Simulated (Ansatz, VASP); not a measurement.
MgS in VASP and in Ansatz

The input POSCAR:

```
MgS
1.0
    0.0000000000      2.7176417676      2.9750086881
    2.7176417676      0.0000000000      2.9750086881
    2.7176417676      2.7176417676      0.0000000000
Mg S
1 1
Direct
    0.0000000000      0.0000000000      0.0000000000
    0.2500000000      0.2500000000      0.2500000000
```

File INCAR.step1:

```
ALGO = Normal
EDIFF = 1E-5
ENCUT = 520
GGA = PE
ISIF = 2
ISMEAR = 0
LASPH = True
LCHARG = False
LREAL = False
LWAVE = True
NBANDS = 11
NELM = 60
PREC = Accurate
SIGMA = 0.01
```

File INCAR.step2:

```
ALGO = Normal
EDIFF = 1E-6
ENCUT = 520
GGA = PE
HFSCREEN = 0.2079
ISIF = 2
ISMEAR = 0
ISTART = 1
LASPH = True
LCHARG = False
LHFCALC = True
LREAL = False
LWAVE = False
NBANDS = 11
NELM = 60
PREC = Accurate
PRECFOCK = Normal
SIGMA = 0.01
```

File KPOINTS:

```
k-points
0
Gamma
  6 6 6
```

Input for Ansatz:

```yaml
crystal:
  lattice:
    - [0.0, 2.7176417676, 2.9750086881]
    - [2.7176417676, 0.0, 2.9750086881]
    - [2.7176417676, 2.7176417676, 0.0]
  atoms:
    - { symbol: Mg, position: [0.0, 0.0, 0.0] }
    - { symbol: S, position: [0.25, 0.25, 0.25] }
kpoints:
  mp_grid: { grid: [6, 6, 6] }
  band_path:
    path:
      - [0.0, 0.0, 0.0]
      - [-0.5, -0.5, 0.0]
      - [-0.375, -0.375, 0.25]
      - [-0.375, 0.0, 0.375]
      - [0.0, 0.0, 0.5]
      - [-0.5, -0.25, 0.25]
      - [0.09375, 0.09375, 0.1875]
    npoints: 1
hamiltonian:
  xc: hse06
scf:
  occupations: { method: fixed }
  n_extra_bands: 4
output:
  forces: true
  stress: true
  eigenvalues: true
```

Change from the starting cell: epitaxial_xy strain -4.0%.

Alike in both runs: task single point; functional HSE06; k mesh 6 × 6 × 6; no spin polarisation.

```csv
,VASP,Ansatz
version,VASP 6.6.1,Ansatz 0.2.0
potentials or method,"VASP PAW PBE potentials, release 64 (Mg, S)","plane waves, PAW"
plane-wave cutoff (eV),520,420
occupations,"gaussian, width 0.01 eV",fixed
valence electrons in the cell,8,16
```

|  | VASP | Ansatz | Ansatz less VASP |
| --- | --- | --- | --- |
| gap on the k mesh at the Fermi level (eV) | 4.53 | 4.55 | +0.016 |
| pressure (GPa) | 1.6 | 1.8 | +0.17 |
| traceless stress, the component that is largest in VASP (GPa) | -1.77 | -1.75 | +0.015 |

VASP's potentials hold 8 valence electrons a cell and Ansatz's 16, so a difference there can come from the potentials and not from the codes. Ansatz's warnings: stress exchange threshold loose, stress scf threshold loose.
